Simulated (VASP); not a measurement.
# PbSe (Fmm2) in VASP: single point with PBE

Aim: the single point of PbSe with PBE.

Everything below comes from runs of VASP 6.6.1. Logs are shortened: lines on timing, memory, paths and dates and some standing lists are left out, and cuts for length are marked.

## (1) The cell of the first run

Symmetry: Fmm2, No. 42, orthorhombic system. The conventional cell has a = 6.280 Å, b = 23.860 Å, c = 6.188 Å, α = 90.00°, β = 90.00°, γ = 90.00°. Pb (site symmetry m) has 5 Se at 2.99 to 3.28 Å and 4 Pb at 4.00 to 4.04 Å within 4.1 Å. Se (site symmetry m) has 5 Pb at 2.99 to 3.28 Å within 3.9 Å.

## (2) Single point, PBE (strained and its atoms moved)

Contents of INCAR:

```
ALGO     = Normal         # electronic algorithm
EDIFF    = 1E-6           # SCF threshold, eV
ENCUT    = 520            # plane-wave cutoff, eV
GGA      = PE             # functional
ISIF     = 2              # what is computed and relaxed
ISMEAR   = 0              # smearing method
LASPH    = T              # aspherical terms in the spheres
LCHARG   = T              # write CHGCAR
LELF     = T              # ELF
LREAL    = F              # projectors in reciprocal space
LVHAR    = T            
LWAVE    = F              # write WAVECAR
NBANDS   = 28             # bands
NELM     = 100            # most SCF steps
PREC     = Accurate       # precision mode
SIGMA    = 0.02           # smearing width, eV
```

Contents of KPOINTS:

```
k-points
0
Gamma
  6 6 6
```

Contents of POSCAR:

```
PbSe
1.0
    0.0000000000     11.9299942859      3.0938125270
    3.1399468755      0.0000000000      3.0938125270
    3.1399468755     11.9299942859      0.0000000000
Pb Se
2 2
Direct
    0.2004075937      0.8069693093      0.1930306907
    0.8069693093      0.2004075937      0.7995924063
    0.6547083620      0.3039157350      0.6960842650
    0.3039157350      0.6547083620      0.3452916380
```

Potentials or basis: VASP PAW PBE potentials, release 64 (Pb_d, Se).

Command:

```
$ cat potpaw_PBE.64/Pb_d/POTCAR potpaw_PBE.64/Se/POTCAR > POTCAR
$ mpirun -np 1 vasp_std > vasp.out
```

OUTCAR:

```text
EDIFF = 1E-6
   ENCUT = 520
   GGA = PE
   ISIF = 2
   ISMEAR = 0
   LASPH = T
   LREAL = F
   NELM = 100
   PREC = Accurate

 ion  position               nearest neighbor table
   1  0.200  0.807  0.193-   3 2.99   4 3.06   3 3.18   3 3.18   3 3.28   2 4.00   2 4.00   2 4.04
                             2 4.04
   2  0.807  0.200  0.800-   4 2.99   3 3.06   4 3.18   4 3.18   4 3.28   1 4.00   1 4.00   1 4.04
                             1 4.04
   3  0.655  0.304  0.696-   1 2.99   2 3.06   1 3.18   1 3.18   1 3.28
   4  0.304  0.655  0.345-   2 2.99   1 3.06   2 3.18   2 3.18   2 3.28

  LATTYP: Found a face centered orthorhombic cell.
 ALAT       =     6.1876250540
 B/A-ratio  =     1.0149118113
 C/A-ratio  =     3.8560818349

  Lattice vectors:

 A1 = (   3.1399468755,  11.9299942859,   0.0000000000)
 A2 = (   0.0000000000,  11.9299942859,   3.0938125270)
 A3 = (   3.1399468755,   0.0000000000,   3.0938125270)

Analysis of symmetry for initial positions (statically):
=====================================================================
 Subroutine PRICEL returns:
 Original cell was already a primitive cell.

 Routine SETGRP: Setting up the symmetry group for a
 face centered orthorhombic supercell.

 Subroutine GETGRP returns: Found  4 space group operations
 (whereof  4 operations were pure point group operations)
 out of a pool of  8 trial point group operations.

The static configuration has the point symmetry C_2v.

Analysis of symmetry for dynamics (positions and initial velocities):
=====================================================================
 Subroutine PRICEL returns:
 Original cell was already a primitive cell.

 Routine SETGRP: Setting up the symmetry group for a
 face centered orthorhombic supercell.

 Subroutine GETGRP returns: Found  4 space group operations
 (whereof  4 operations were pure point group operations)
 out of a pool of  8 trial point group operations.

The dynamic configuration has the point symmetry C_2v.

 Subroutine INISYM returns: Found  4 space group operations
 (whereof  4 operations are pure point group operations),
 and found     1 'primitive' translations

----------------------------------------------------------------------------------------

                                     Primitive cell

  volume of cell :     231.7856

[... 84 lines left out ...]
   ISTART =      0    job   : 0-new  1-cont  2-samecut
   ICHARG =      2    charge: 1-file 2-atom 10-const
   ISPIN  =      1    spin polarized calculation?
   LNONCOLLINEAR =      F non collinear calculations
   LSORBIT =      F    spin-orbit coupling
   LASPH  =      T    aspherical Exc in radial PAW
   ENCUT  =  520.0 eV  38.22 Ry    6.18 a.u.  22.92  8.20 22.94*2*pi/ulx,y,z
   NELM   =    100;   NELMIN=  2; NELMDL= -5     # of ELM steps
   EDIFF  = 0.1E-05   stopping-criterion for ELM
   LREAL  =      F    real-space projection
   EDIFFG = 0.1E-04   stopping-criterion for IOM
   NSW    =      0    number of steps for IOM
   IBRION =     -1    ionic relax: 0-MD 1-quasi-New 2-CG
   NFREE  =      0    steps in history (QN), initial steepest desc. (CG)
   ISIF   =      2    stress and relaxation
   ISYM   =      2    0-nonsym 1-usesym 2-fastsym
   POTIM  = 0.5000    time-step for ionic-motion
   TEBEG  =    0.0;   TEEND  =   0.0 temperature during run
   PSTRESS=    0.0 pullay stress
   NELECT =      40.0000    total number of electrons
   NUPDOWN=      -1.0000    fix difference up-down
   EMIN   =  10.00;   EMAX   =-10.00  energy-range for DOS
   EFERMI =   0.00;   METHOD = LEGACY
   ISMEAR =     0;   SIGMA  =   0.02  broadening in eV -4-tet -1-fermi 0-gaus
   EFERMI_NEDOS =   21; number of points for ismear=-14 and -15
   IALGO  =     38    algorithm
   IMIX   =      4    mixing-type and parameters
     AMIX     =   0.40;   BMIX     =  1.00
     AMIX_MAG =   1.60;   BMIX_MAG =  1.00
  volume/ion in A,a.u.               =      57.95       391.04
  Fermi-wavevector in a.u.,A,eV,Ry     =   0.911450  1.722390 11.302909  0.830740
  Thomas-Fermi vector in A             =   2.035730
   LORBIT       =      0    0 simple, 1 ext, 2 COOP (PROOUT), +10 PAW based schemes
   GGA     = PE    functional components
   LHFCALC =     F    Hartree Fock is set to
   AEXX    =    0.0000 exact exchange contribution
   IVDW    =     0    specifies the selected vdW correction
   LEPSILON=     F    determine dielectric tensor
   LRPA    =     F    only Hartree local field effects (RPA)
 non-spin polarized calculation
 Gauss-broadening in eV      SIGMA  =   0.02
  energy-cutoff  :      520.00
  volume of cell :      231.79
 maximum number of plane-waves:      6272
 NGX is ok and might be reduce to    96
   NGX = 45   NGY = 17   NGZ = 45

 number of electron      40.0000003 magnetization

 Free energy of the ion-electron system (eV)
  ---------------------------------------------------
  ext. energy  EPLUGINS =         0.00000000
  ---------------------------------------------------
  free energy    TOTEN  =       -15.86142107 eV

  energy without entropy =      -15.86142107  energy(sigma->0) =      -15.86142107

 E-fermi :  -0.1103     XC(G=0):  -5.7356

 val. band max:       -0.2644898426   @ k =  -0.3333  -0.0000   0.1667
 cond. band min:       1.1264604008   @ k =  -0.3333  -0.0000   0.1667
 fundamental gap:      1.3909502434
 Fermi energy:        -0.1103225696

 k-point     1 :       0.0000    0.0000    0.0000
  band No.  band energies     occupation
      1     -16.8052      2.00000
      2     -16.7489      2.00000
      3     -16.7378      2.00000
      4     -16.7323      2.00000
      5     -16.7272      2.00000
      6     -16.7135      2.00000
[... 733 lines left out ...]
     27       5.5182      0.00000
     28       6.7833      0.00000

 [... further k-points ...]
[... 5 lines left out ...]
  --------------------------------------------------------------------------------------
  -------------------------------------------------------------------------------------
  Total       -1.8239686     -2.7183654     -0.3776034      0.0000000      0.0000000      0.0000000
  in kB      -12.6078611    -18.7902212     -2.6101168      0.0000000      0.0000000      0.0000000
  external PRESSURE =     -11.3360664 kB  Pullay stress =       0.0000000 kB

 VOLUME and BASIS-vectors are now :
 -----------------------------------------------------------------------------
  energy-cutoff  :      520.00
  volume of cell :      231.79
      direct lattice vectors                 reciprocal lattice vectors
     0.000000000 11.929994286  3.093812527    -0.159238363  0.041911168  0.161612895
     3.139946876  0.000000000  3.093812527     0.159238363 -0.041911168  0.161612895
     3.139946876 11.929994286  0.000000000     0.159238363  0.041911168 -0.161612895

 POSITION                                       TOTAL-FORCE (eV/Angst)
 -----------------------------------------------------------------------------------
      3.13995      4.69372      3.11664         0.000000      0.091762     -0.077078
      3.13995     19.16627      3.11664         0.000000     -0.091762     -0.077078
      3.13995     16.11495      2.96580         0.000000      0.689228      0.077078
      3.13995      7.74504      2.96580         0.000000     -0.689228      0.077078
 -----------------------------------------------------------------------------------
    total drift:                                0.000005     -0.000017      0.000377

  FREE ENERGIE OF THE ION-ELECTRON SYSTEM (eV)
  ---------------------------------------------------
  free  energy   TOTEN  =       -15.8614210685 eV

  energy  without entropy=      -15.8614210685  energy(sigma->0) =      -15.86142107
```

OSZICAR:

```text
N       E                     dE             d eps       ncg     rms          rms(c)
DAV:   1     0.389034378676E+03    0.38903E+03   -0.17202E+04  2608   0.125E+03
DAV:   2     0.289277442888E+02   -0.36011E+03   -0.35078E+03  2808   0.336E+02
DAV:   3    -0.147154407162E+02   -0.43643E+02   -0.42950E+02  3340   0.140E+02
DAV:   4    -0.166197670517E+02   -0.19043E+01   -0.18987E+01  2972   0.377E+01
DAV:   5    -0.166921552238E+02   -0.72388E-01   -0.72382E-01  3512   0.718E+00    0.399E+00
DAV:   6    -0.158697162842E+02    0.82244E+00   -0.20920E+00  3632   0.729E+00    0.208E+00
DAV:   7    -0.158652814001E+02    0.44349E-02   -0.28362E-01  2748   0.211E+00    0.125E+00
DAV:   8    -0.158629775566E+02    0.23038E-02   -0.34242E-02  3056   0.143E+00    0.205E-01
DAV:   9    -0.158614976095E+02    0.14799E-02   -0.60501E-03  3712   0.523E-01    0.121E-01
DAV:  10    -0.158609235456E+02    0.57406E-03   -0.15886E-03  2852   0.156E-01    0.462E-02
DAV:  11    -0.158608234663E+02    0.10008E-03   -0.51143E-04  2888   0.839E-02    0.396E-02
DAV:  12    -0.158612733960E+02   -0.44993E-03   -0.38889E-04  2628   0.691E-02    0.289E-02
DAV:  13    -0.158613466519E+02   -0.73256E-04   -0.81869E-05  2840   0.559E-02    0.125E-02
DAV:  14    -0.158614138181E+02   -0.67166E-04   -0.22597E-05  2284   0.227E-02    0.111E-02
DAV:  15    -0.158614180936E+02   -0.42754E-05   -0.23560E-06  2684   0.801E-03    0.239E-03
DAV:  16    -0.158614209063E+02   -0.28127E-05   -0.11323E-06  2096   0.623E-03    0.134E-03
DAV:  17    -0.158614210685E+02   -0.16228E-06   -0.82824E-08  1924   0.308E-03
   1 F= -.15861421E+02 E0= -.15861421E+02  d E =-.164358E-28
```

Wall time 15 min (1 thread of Intel Xeon Platinum 8488C (Sapphire Rapids), shared host); peak memory 0.82 GiB.

Results:

```
Free energy            : -15.8614 eV
Pressure               : -1.1 GPa
Largest force          : 0.694 eV/Å
Band gap on the k mesh : 1.39 eV
```

Forces in eV/Å, atoms in the order of the input:
```
Pb   0.000  0.092 -0.077
Pb   0.000 -0.092 -0.077
Se   0.000  0.689  0.077
Se   0.000 -0.689  0.077
```

Stress tensor (GPa, compression positive):
```
-1.26  0.00  0.00
 0.00 -1.88  0.00
 0.00  0.00 -0.26
```

Caveat: the cell differs from its parent crystal (strained and its atoms moved); spin-orbit coupling is left out, which moves the levels of the heavy elements.
